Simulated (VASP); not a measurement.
Set up this calculation in VASP 6.6.1, as the native input.

```
Task                   : relaxation of cell and atoms
Functional             : PBEsol
Potentials or basis    : VASP PAW PBE potentials, release 64 (In_d)
Cutoff                 : 600 eV
k mesh                 : 19 × 19 × 19
Occupations            : fermi-dirac, width 0.05 eV
Spin                   : no spin polarisation
Target pressure        : 320 GPa
Dipole correction      : no
Further INCAR settings : ALGO = Normal; EDIFF = 1e-06; IBRION = 2; EDIFFG = -0.005; NSW = 60; ISIF = 3
```

The structure of In lies in POSCAR:

```
In
1.0
   -1.4036053310      1.4036053310      1.4036053310
    1.4036053310     -1.4036053310      1.4036053310
    1.4036053310      1.4036053310     -1.4036053310
In
1
Direct
    0.0000000000      0.0000000000      0.0000000000
```

One way to write it, as run:

INCAR

```
ALGO     = Normal         # electronic algorithm
EDIFF    = 1E-6           # SCF threshold, eV
EDIFFG   = -0.005         # ionic threshold
ENCUT    = 600            # plane-wave cutoff, eV
GGA      = PS             # functional
IBRION   = 2              # ionic algorithm
ISIF     = 3              # what is computed and relaxed
ISMEAR   = -1             # smearing method
LASPH    = True           # aspherical terms in the spheres
LCHARG   = False          # write CHGCAR
LREAL    = False          # projectors in reciprocal space
LWAVE    = False          # write WAVECAR
NELM     = 100            # most SCF steps
NSW      = 60             # ionic steps
PREC     = Accurate       # precision mode
PSTRESS  = 3200.0       
SIGMA    = 0.05           # smearing width, eV
```

KPOINTS

```
k-points
0
Gamma
  19 19 19
```

Potentials or basis: VASP PAW PBE potentials, release 64 (In_d).

Run with:

```console
$ cat potpaw_PBE.64/In_d/POTCAR > POTCAR
$ mpirun -np 1 vasp_std > vasp.out
```

Results of the run:

```
Relaxed volume                                         : 11.09 Å³/atom
Relaxed cell                                           : a = 2.434 Å, b = 2.434 Å, c = 2.434 Å, α = 109.47°, β = 109.47°, γ = 109.47°
Space group after relaxing (to 0.05 Å)                 : Im-3m (No. 229)
Energy change on relaxing (the enthalpy is what falls) : -68.1 meV/atom
Ionic steps                                            : 4
Pressure after relaxing                                : 320.0 GPa
```

Caveat: the cell is relaxed towards a set pressure, so the enthalpy falls and the energy may rise; the PAW data sets were made with another functional, which shifts forces and pressure a little.

Run time: 78 s on 1 thread of Intel(R) Xeon(R) Platinum 8259CL CPU @ 2.50GHz (Skylake/Cascade Lake) (shared host), peak memory 0.16 GiB.
